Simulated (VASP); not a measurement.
Crystal: AlPtC4N4.

```
CELL_PARAMETERS angstrom
5.83066 0.00000 0.00000
0.00000 5.83066 0.00000
0.00000 0.00000 5.83066
ATOMIC_POSITIONS crystal
Al 0.50000 0.50000 0.50000
Pt 0.00000 0.00000 0.00000
C 0.18982 0.18982 0.18982
C 0.18982 0.81018 0.81018
C 0.81018 0.18982 0.81018
C 0.81018 0.81018 0.18982
N 0.30567 0.30567 0.30567
N 0.30567 0.69433 0.69433
N 0.69433 0.30567 0.69433
N 0.69433 0.69433 0.30567
```

| Property | Result |
| --- | --- |
| Program | VASP 6.6.1 |
| Task | relaxation of cell and atoms |
| Functional | PBE |
| Potentials or basis | VASP PAW PBE potentials, release 64 (Al, Pt, C, N) |
| Cutoff | 600 eV |
| k mesh | 4 × 4 × 4 |
| Occupations | gaussian, width 0.1 eV |
| Spin | no spin polarisation |

At the start: pressure 0.8 GPa; volume 19.82 Å³/atom.

**Question.** How do energy, volume and symmetry change on relaxing?

**Answer.** Over 7 steps the energy falls by 75.1 meV/atom and the volume is 19.33 Å³/atom (-2.5 %); space group P-43m (No. 215, to 0.1 Å) before and after.

Step by step:
| step | energy change (eV) | largest force (eV/Å) | pressure (GPa) | volume (Å³) |
| --- | --- | --- | --- | --- |
| 1 | 0.0000 | 3.5164 | 0.79 | 198.22 |
| 2 | 3.5174 | 10.5407 | -11.72 | 201.04 |
| 3 | -0.1871 | 2.8696 | -2.83 | 198.69 |
| 4 | -0.7256 | 1.1987 | -1.37 | 193.58 |
| 5 | -0.7261 | 1.1501 | -1.46 | 193.74 |
| 6 | 0.2511 | 8.6882 | 8.87 | 190.97 |
| 7 | -0.7505 | 0.0048 | -0.25 | 193.33 |

Final structure:
```cif
data_structure
_symmetry_space_group_name_H-M 'P 1'
_symmetry_Int_Tables_number 1
_cell_length_a 5.7823
_cell_length_b 5.7823
_cell_length_c 5.7823
_cell_angle_alpha 90.000
_cell_angle_beta 90.000
_cell_angle_gamma 90.000
_cell_volume 193.33
loop_
_atom_site_label
_atom_site_type_symbol
_atom_site_fract_x
_atom_site_fract_y
_atom_site_fract_z
_atom_site_occupancy
Al1 Al 0.50000 0.50000 0.50000 1
Pt1 Pt 0.00000 0.00000 0.00000 1
C1 C 0.19829 0.19829 0.19829 1
C2 C 0.19829 0.80171 0.80171 1
C3 C 0.80171 0.19829 0.80171 1
C4 C 0.80171 0.80171 0.19829 1
N1 N 0.31642 0.31642 0.31642 1
N2 N 0.31642 0.68358 0.68358 1
N3 N 0.68358 0.31642 0.68358 1
N4 N 0.68358 0.68358 0.31642 1
```
